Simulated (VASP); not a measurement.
Set up this calculation in VASP 6.6.1, as the native input.

```yaml
Task: relaxation of cell and atoms
Functional: PBEsol
Potentials_or_basis: VASP PAW PBE potentials, release 64 (Y_sv, Se)
Cutoff: 600 eV
k_mesh: 14 × 14 × 14
Occupations: fermi-dirac, width 0.05 eV
Spin: no spin polarisation
Target_pressure: 10 GPa
Dipole_correction: no
Further_INCAR_settings: ALGO = Normal; EDIFF = 1e-06; IBRION = 2; EDIFFG = -0.002; NSW = 100; ISIF = 3
```

The structure of YSe lies in POSCAR:

```
YSe
1.0
    0.0000000000      2.8453251946      2.8453251946
    2.8453251946      0.0000000000      2.8453251946
    2.8453251946      2.8453251946      0.0000000000
Y Se
1 1
Direct
    0.5000000000      0.5000000000      0.5000000000
    0.0000000000      0.0000000000      0.0000000000
```

The input as run:

INCAR

```
SYSTEM = YSe
PREC = Accurate
ENCUT = 600
EDIFF = 1E-6
ISMEAR = -1
SIGMA = 0.05
LREAL = .FALSE.
LASPH = .TRUE.
NELM = 100
ALGO = Normal
ISIF = 3
LWAVE = .FALSE.
LCHARG = .FALSE.
GGA = PS
IBRION = 2
NSW = 100
EDIFFG = -0.002
PSTRESS = 100.0
```

KPOINTS

```
Automatic mesh
0
G
  14 14 14
  0 0 0
```

Potentials or basis: VASP PAW PBE potentials, release 64 (Y_sv, Se).

The run is started by

```console
$ cat potpaw_PBE.64/Y_sv/POTCAR potpaw_PBE.64/Se/POTCAR > POTCAR
$ mpirun -np 1 vasp_std > vasp.out
```

It gave:

The relaxed volume is 20.99 Å³/atom, the relaxed cell is a = 3.901 Å, b = 3.901 Å, c = 3.901 Å, α = 60.00°, β = 60.00°, γ = 60.00° and the space group after relaxing (to 0.05 Å) is Fm-3m (No. 225). The energy change on relaxing (the enthalpy is what falls) is +59.1 meV/atom. The ionic steps are 7. The pressure after relaxing is 10.0 GPa.

Caveat: the cell is relaxed towards a set pressure, so the enthalpy falls and the energy may rise; the PAW data sets were made with another functional, which shifts forces and pressure a little.

It took 8.7 min on 1 thread of Oxide Virtual Turin-like Processor, with other jobs on the host, peak memory 0.23 GiB.
